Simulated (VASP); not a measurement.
# BN (Amm2) in VASP: notebook

The runs below take BN through single point, with PBE+D3(BJ).

Everything below comes from runs of VASP 6.6.1. Logs are shortened: lines on timing, memory, paths and dates and some standing lists are left out, and cuts for length are marked.

## Step 1: The cell of the first run

It takes space group Amm2 (No. 38, orthorhombic). Conventional cell: a = 6.597 Å, b = 2.506 Å, c = 4.341 Å, α = 90.00°, β = 90.00°, γ = 90.00°. B (site symmetry mm2) has 3 N at 1.36 to 1.64 Å within 1.8 Å. B (site symmetry mm2) has 3 N at 1.45 Å within 1.9 Å. N (site symmetry mm2) has 3 B at 1.45 Å within 1.9 Å. Within 1.8 Å of N (site symmetry mm2) lie 3 B at 1.36 to 1.64 Å.

## Step 2: Single point, PBE+D3(BJ) (atom 1 (B) moved by +0.192 Å along [1 2 0] and +0.000 Å along [0 0 1])

The input, INCAR:

```
ALGO     = Normal         # electronic algorithm
EDIFF    = 1E-6           # SCF threshold, eV
ENCUT    = 520            # plane-wave cutoff, eV
GGA      = PE             # functional
ISIF     = 2              # what is computed and relaxed
ISMEAR   = 0              # smearing method
IVDW     = 12             # dispersion correction
LASPH    = True           # aspherical terms in the spheres
LCHARG   = False          # write CHGCAR
LREAL    = False          # projectors in reciprocal space
LWAVE    = False          # write WAVECAR
NBANDS   = 16             # bands
NELM     = 60             # most SCF steps
PREC     = Accurate       # precision mode
SIGMA    = 0.05           # smearing width, eV
```

The input, KPOINTS:

```
k-points
0
Gamma
  12 12 4
```

The input, POSCAR:

```
BN
1.0
    2.5061233057      0.0000000000      0.0000000000
   -1.2530616528      2.1703664477      0.0000000000
    0.0000000000      0.0000000000      6.5973571420
B N
2 2
Direct
    0.0442321619      0.0884643237      0.5000000000
    0.3333333333      0.6666666667      0.0000000000
    0.0000000000      0.0000000000      0.0000000000
    0.6666666667      0.3333333333      0.5000000000
```

Potentials or basis: VASP PAW PBE potentials, release 64 (B, N).

The run is started by

```console
$ cat potpaw_PBE.64/B/POTCAR potpaw_PBE.64/N/POTCAR > POTCAR
$ mpirun -np 1 vasp_std > vasp.out
```

OUTCAR:

```text
EDIFF = 1E-6
   ENCUT = 520
   GGA = PE
   ISIF = 2
   ISMEAR = 0
   IVDW = 12
   LASPH = True
   LREAL = False
   NELM = 60
   PREC = Accurate
 IVDW          = 12

 ion  position               nearest neighbor table
   1  0.044  0.088  0.500-   4 1.36   4 1.36   4 1.64
   2  0.333  0.667  0.000-   3 1.45   3 1.45   3 1.45
   3  0.000  0.000  0.000-   2 1.45   2 1.45   2 1.45
   4  0.667  0.333  0.500-   1 1.36   1 1.36   1 1.64

  LATTYP: Found a hexagonal cell.
 ALAT       =     2.5061233057
 C/A-ratio  =     2.6324950281

  Lattice vectors:

 A1 = (   2.5061233057,   0.0000000000,   0.0000000000)
 A2 = (  -1.2530616528,   2.1703664477,   0.0000000000)
 A3 = (   0.0000000000,   0.0000000000,   6.5973571420)

Analysis of symmetry for initial positions (statically):
=====================================================================
 Subroutine PRICEL returns:
 Original cell was already a primitive cell.

 Routine SETGRP: Setting up the symmetry group for a
 hexagonal supercell.

 Subroutine GETGRP returns: Found  4 space group operations
 (whereof  4 operations were pure point group operations)
 out of a pool of 24 trial point group operations.

The static configuration has the point symmetry C_2v.

Analysis of symmetry for dynamics (positions and initial velocities):
=====================================================================
 Subroutine PRICEL returns:
 Original cell was already a primitive cell.

 Routine SETGRP: Setting up the symmetry group for a
 hexagonal supercell.

 Subroutine GETGRP returns: Found  4 space group operations
 (whereof  4 operations were pure point group operations)
 out of a pool of 24 trial point group operations.

The dynamic configuration has the point symmetry C_2v.

 Subroutine INISYM returns: Found  4 space group operations
 (whereof  4 operations are pure point group operations),
 and found     1 'primitive' translations

----------------------------------------------------------------------------------------

                                     Primitive cell

  volume of cell :      35.8844

  direct lattice vectors                    reciprocal lattice vectors
     2.506123306  0.000000000  0.000000000     0.399022665  0.230375843  0.000000000
    -1.253061653  2.170366448  0.000000000     0.000000000  0.460751686  0.000000000
     0.000000000  0.000000000  6.597357142     0.000000000  0.000000000  0.151575847

  length of vectors
     2.506123306  2.506123306  6.597357142     0.460751686  0.460751686  0.151575847

  position of ions in fractional coordinates (direct lattice)
     0.044232162  0.088464324  0.500000000
     0.333333333  0.666666667  0.000000000
     0.000000000  0.000000000  0.000000000
     0.666666667  0.333333333  0.500000000

  ion indices of the primitive-cell ions
   primitive index   ion index
                 1           1
                 2           2
                 3           3
                 4           4

----------------------------------------------------------------------------------------

 KPOINTS: k-points

Automatic generation of k-mesh.
 Grid dimensions read from file:
 generate k-points for:   12   12    4

 Generating k-lattice:

  Cartesian coordinates                     Fractional coordinates (reciprocal lattice)
     0.033251889  0.019197987  0.000000000     0.083333333 -0.000000000  0.000000000
     0.000000000  0.038395974  0.000000000     0.000000000  0.083333333  0.000000000
     0.000000000  0.000000000  0.037893962     0.000000000  0.000000000  0.250000000

  Length of vectors
     0.038395974  0.038395974  0.037893962

  Shift w.r.t. Gamma in fractional coordinates (k-lattice)
     0.000000000  0.000000000  0.000000000

 Subroutine IBZKPT returns following result:
 ===========================================

 Found    129 irreducible k-points:

 Following reciprocal coordinates:
            Coordinates               Weight
  0.000000  0.000000  0.000000      1.000000
  0.083333  0.000000  0.000000      4.000000
  0.000000  0.083333  0.000000      2.000000
  0.166667  0.000000  0.000000      4.000000
  0.000000  0.166667  0.000000      2.000000
  0.250000  0.000000  0.000000      4.000000
[... 16 lines left out ...]
 -0.083333  0.416667  0.000000      4.000000
 -0.416667  0.333333  0.000000      4.000000
 [... further k-points ...]
   k-points           NKPTS =    129   k-points in BZ     NKDIM =    129   number of bands    NBANDS=     16
   number of dos      NEDOS =    301   number of ions     NIONS =      4
   total plane-waves  NPLWV =  20000
   dimension x,y,z NGX =    20 NGY =   20 NGZ =   50
   dimension x,y,z NGXF=    40 NGYF=   40 NGZF=  100
   ions per type =               2   2
   NGX,Y,Z   is equivalent  to a cutoff of  13.27, 13.27, 12.60 a.u.
   NGXF,Y,Z  is equivalent  to a cutoff of  26.53, 26.53, 25.20 a.u.
 SYSTEM =  unknown system
   PREC   = accura    normal or accurate (medium, high low for compatibility)
   ISTART =      0    job   : 0-new  1-cont  2-samecut
   ICHARG =      2    charge: 1-file 2-atom 10-const
   ISPIN  =      1    spin polarized calculation?
   LNONCOLLINEAR =      F non collinear calculations
   LSORBIT =      F    spin-orbit coupling
   LASPH  =      T    aspherical Exc in radial PAW
   ENCUT  =  520.0 eV  38.22 Ry    6.18 a.u.   4.66  4.66 12.27*2*pi/ulx,y,z
   NELM   =     60;   NELMIN=  2; NELMDL= -5     # of ELM steps
   EDIFF  = 0.1E-05   stopping-criterion for ELM
   LREAL  =      F    real-space projection
   EDIFFG = 0.1E-04   stopping-criterion for IOM
   NSW    =      0    number of steps for IOM
   IBRION =     -1    ionic relax: 0-MD 1-quasi-New 2-CG
   NFREE  =      0    steps in history (QN), initial steepest desc. (CG)
   ISIF   =      2    stress and relaxation
   ISYM   =      2    0-nonsym 1-usesym 2-fastsym
   POTIM  = 0.5000    time-step for ionic-motion
   TEBEG  =    0.0;   TEEND  =   0.0 temperature during run
   PSTRESS=    0.0 pullay stress
   NELECT =      16.0000    total number of electrons
   NUPDOWN=      -1.0000    fix difference up-down
   EMIN   =  10.00;   EMAX   =-10.00  energy-range for DOS
   EFERMI =   0.00;   METHOD = LEGACY
   ISMEAR =     0;   SIGMA  =   0.05  broadening in eV -4-tet -1-fermi 0-gaus
   EFERMI_NEDOS =   21; number of points for ismear=-14 and -15
   IALGO  =     38    algorithm
   IMIX   =      4    mixing-type and parameters
     AMIX     =   0.40;   BMIX     =  1.00
     AMIX_MAG =   1.60;   BMIX_MAG =  1.00
  volume/ion in A,a.u.               =       8.97        60.54
  Fermi-wavevector in a.u.,A,eV,Ry     =   1.250680  2.363443 21.282251  1.564201
  Thomas-Fermi vector in A             =   2.384663
   LORBIT       =      0    0 simple, 1 ext, 2 COOP (PROOUT), +10 PAW based schemes
   GGA     = PE    functional components
   LHFCALC =     F    Hartree Fock is set to
   AEXX    =    0.0000 exact exchange contribution
   IVDW    =    12    specifies the selected vdW correction
   LEPSILON=     F    determine dielectric tensor
   LRPA    =     F    only Hartree local field effects (RPA)
 non-spin polarized calculation
 Gauss-broadening in eV      SIGMA  =   0.05
  energy-cutoff  :      520.00
  volume of cell :       35.88
 maximum number of plane-waves:       985
   NGX =  9   NGY =  9   NGZ = 25

 number of electron      15.9999998 magnetization

 Free energy of the ion-electron system (eV)
  ---------------------------------------------------
  ext. energy  EPLUGINS =         0.00000000
  ---------------------------------------------------
  free energy    TOTEN  =       -34.54159711 eV

  energy without entropy =      -34.54159711  energy(sigma->0) =      -34.54159711

 E-fermi :   3.4367     XC(G=0): -10.1094

 val. band max:        3.2149850531   @ k =   0.0000   0.0000   0.5000
 cond. band min:       6.3993255230   @ k =   0.5000   0.0000   0.2500
 fundamental gap:      3.1843404700
 Fermi energy:         3.4366974722

 k-point     1 :       0.0000    0.0000    0.0000
  band No.  band energies     occupation
      1     -15.5079      2.00000
      2     -15.1819      2.00000
      3      -3.9498      2.00000
      4      -1.7882      2.00000
      5      -1.1420      2.00000
      6       0.9158      2.00000
[... 8 lines left out ...]
     15      15.5225      0.00000
     16      17.0998      0.00000

 k-point     2 :       0.0833    0.0000    0.0000
  band No.  band energies     occupation
      1     -15.3745      2.00000
      2     -15.0559      2.00000
      3      -3.7612      2.00000
      4      -1.6198      2.00000
      5      -1.4841      2.00000
      6       0.3573      2.00000
[... 8 lines left out ...]
     15      15.1102      0.00000
     16      16.9034      0.00000

 k-point     3 :       0.0000    0.0833    0.0000
  band No.  band energies     occupation
      1     -15.3704      2.00000
      2     -15.0466      2.00000
      3      -3.7678      2.00000
      4      -1.6306      2.00000
      5      -1.2972      2.00000
      6       0.3565      2.00000
[... 8 lines left out ...]
     15      15.0950      0.00000
     16      17.4108      0.00000

 k-point     4 :       0.1667    0.0000    0.0000
  band No.  band energies     occupation
      1     -14.9824      2.00000
      2     -14.6857      2.00000
      3      -3.2010      2.00000
      4      -2.4066      2.00000
      5      -1.1243      2.00000
      6      -1.0520      2.00000
[... 8 lines left out ...]
     15      16.0750      0.00000
     16      17.6256      0.00000
[... 324 lines left out ...]
 k-point    22 :       0.3333    0.0833    0.0000
  band No.  band energies     occupation
      1     -13.0789      2.00000
      2     -12.8975      2.00000
      3      -5.6767      2.00000
      4      -5.3369      2.00000
      5      -1.9402      2.00000
      6      -0.9669      2.00000
[... 8 lines left out ...]
     15      17.6026      0.00000
     16      19.9330      0.00000

 k-point    23 :      -0.0833    0.4167    0.0000
  band No.  band energies     occupation
      1     -13.0115      2.00000
      2     -12.7224      2.00000
      3      -5.3561      2.00000
      4      -4.6671      2.00000
      5      -3.0412      2.00000
      6      -1.9375      2.00000
[... 8 lines left out ...]
     15      17.6549      0.00000
     16      18.9310      0.00000

 k-point    24 :      -0.4167    0.3333    0.0000
  band No.  band energies     occupation
      1     -13.1295      2.00000
      2     -12.9249      2.00000
      3      -5.6644      2.00000
      4      -5.3376      2.00000
      5      -1.9400      2.00000
      6      -0.7782      2.00000
[... 8 lines left out ...]
     15      17.8752      0.00000
     16      20.4067      0.00000

 [... further k-points ...]

------------------------ aborting loop because EDIFF is reached ----------------------------------------

 Edisp (eV)   -0.56847

 E8    (eV) :    -0.1667

  FORCE on cell =-STRESS in cart. coord.  units (eV):
  Direction    XX          YY          ZZ          XY          YZ          ZX
  --------------------------------------------------------------------------------------
  -------------------------------------------------------------------------------------
  Total       3.93411    -0.14313    -0.04406    -0.00000     0.00000     0.00000
  in kB     175.65128    -6.39072    -1.96725    -0.00000     0.00000     0.00000
  external pressure =       55.76 kB  Pullay stress =        0.00 kB

 VOLUME and BASIS-vectors are now :
 -----------------------------------------------------------------------------
  energy-cutoff  :      520.00
  volume of cell :       35.88
      direct lattice vectors                 reciprocal lattice vectors
     2.506123306  0.000000000  0.000000000     0.399022665  0.230375843  0.000000000
    -1.253061653  2.170366448  0.000000000     0.000000000  0.460751686  0.000000000
     0.000000000  0.000000000  6.597357142     0.000000000  0.000000000  0.151575847

 POSITION                                       TOTAL-FORCE (eV/Angst)
 -----------------------------------------------------------------------------------
      0.00000      0.19200      3.29868        -0.000000     -5.543253      0.000000
     -0.00000      1.44691      0.00000         0.000000      0.003028      0.000000
      0.00000      0.00000      0.00000         0.000000      0.002032      0.000000
      1.25306      0.72346      3.29868         0.000000      5.538193      0.000000
 -----------------------------------------------------------------------------------
    total drift:                                0.000000      0.000178      0.000000

  FREE ENERGIE OF THE ION-ELECTRON SYSTEM (eV)
  ---------------------------------------------------
  free  energy   TOTEN  =       -35.1100712196 eV

  energy  without entropy=      -35.1100712196  energy(sigma->0) =      -35.11007122
```

Run time: 73 s. Hardware: 1 thread of Intel Xeon Platinum 8259CL at 2.50GHz (Skylake/Cascade Lake), shared host; peak memory 0.2 GiB.

Results:

- Free energy: -35.1101 eV
- Pressure: 5.6 GPa
- Largest force: 5.543 eV/Å
- Band gap on the k mesh: 3.18 eV, indirect (least direct gap 4.35 eV)
- Dispersion energy per atom: -0.142 eV

Forces on the atoms (eV/Å):
```
B    0.000 -5.543  0.000
B    0.000  0.003  0.000
N    0.000  0.002  0.000
N    0.000  5.538  0.000
```

Stress tensor (GPa, compression positive):
```
17.57  0.00  0.00
 0.00 -0.64  0.00
 0.00  0.00 -0.20
```

Caveat: the cell differs from its parent crystal (atom 1 (B) moved by +0.192 Å along [1 2 0] and +0.000 Å along [0 0 1]); forces of over 1 eV/Å act on the atoms, so gaps and moduli don't describe the material at rest. A k mesh can miss the band edges.

## Step 3: Single point, PBE+D3(BJ) (atom 1 (B) moved by -0.384 Å along [1 2 0] and +0.000 Å along [0 0 1])

The input, INCAR:

```
  PREC = Accurate
  ENCUT = 520
  EDIFF = 1E-6
  ISMEAR = 0
  SIGMA = 0.05
  LREAL = False
  LASPH = True
  NELM = 100
  ALGO = Normal
  ISIF = 2
  LWAVE = False
  LCHARG = False
  GGA = PE
  IVDW = 12
  NBANDS = 16
```

The input, KPOINTS:

```
regular mesh
0
Gamma
  12 12 4
```

POSCAR: that of step 2 with these lines changed.

```diff
@@ -8,3 +8,3 @@
 Direct
-    0.0442321619      0.0884643237      0.5000000000
+   -0.0884643237     -0.1769286474      0.5000000000
     0.3333333333      0.6666666667      0.0000000000
```

Potentials or basis: VASP PAW PBE potentials, release 64 (B, N).

The run is started by

```console
$ cat potpaw_PBE.64/B/POTCAR potpaw_PBE.64/N/POTCAR > POTCAR
$ mpirun -np 1 vasp_std > vasp.out
```

Wall time 86 s (1 thread of Intel Xeon Platinum 8259CL at 2.50GHz (Skylake/Cascade Lake), shared host); peak memory 0.2 GiB.

The run converged. Its results:

- Free energy: -30.6816 eV
- Pressure: 44.5 GPa
- Largest force: 36.045 eV/Å
- Band gap on the k mesh: 2.70 eV, indirect (least direct gap 3.81 eV)
- Dispersion energy per atom: -0.142 eV

Forces on the atoms (eV/Å):
```
B     0.000  36.036   0.000
B     0.000  -0.009   0.000
N     0.000   0.019   0.000
N     0.000 -36.045   0.000
```

Stress tensor (GPa, compression positive):
```
 -0.67   0.00   0.00
  0.00 134.42   0.00
  0.00   0.00  -0.39
```

Levels at points of the mesh, in eV from the valence-band top:
```csv
k point,band 5,band 6,band 7,band 8,band 9,band 10,band 11,band 12
"(0.00, 0.00, 0.00)",-5.82,-2.98,-2.98,0.00,3.81,7.14,8.77,9.58
"(0.50, 0.00, 0.00)",-5.77,-5.21,-3.78,-2.52,3.06,5.41,5.96,8.07
"(0.00, 0.50, 0.00)",-5.77,-4.33,-2.69,-2.62,2.92,3.42,7.97,9.00
"(0.00, 0.00, 0.50)",-5.91,-2.98,-2.98,0.00,5.97,6.07,7.14,9.93
"(0.50, 0.00, 0.50)",-5.77,-5.22,-3.67,-2.56,3.06,5.25,5.54,8.34
"(0.00, 0.50, 0.50)",-5.77,-4.33,-2.58,-2.57,2.70,3.06,8.28,9.15
```

Caveat: the cell differs from its parent crystal (atom 1 (B) moved by -0.384 Å along [1 2 0] and +0.000 Å along [0 0 1]); forces of over 1 eV/Å act on the atoms, so gaps and moduli don't describe the material at rest.
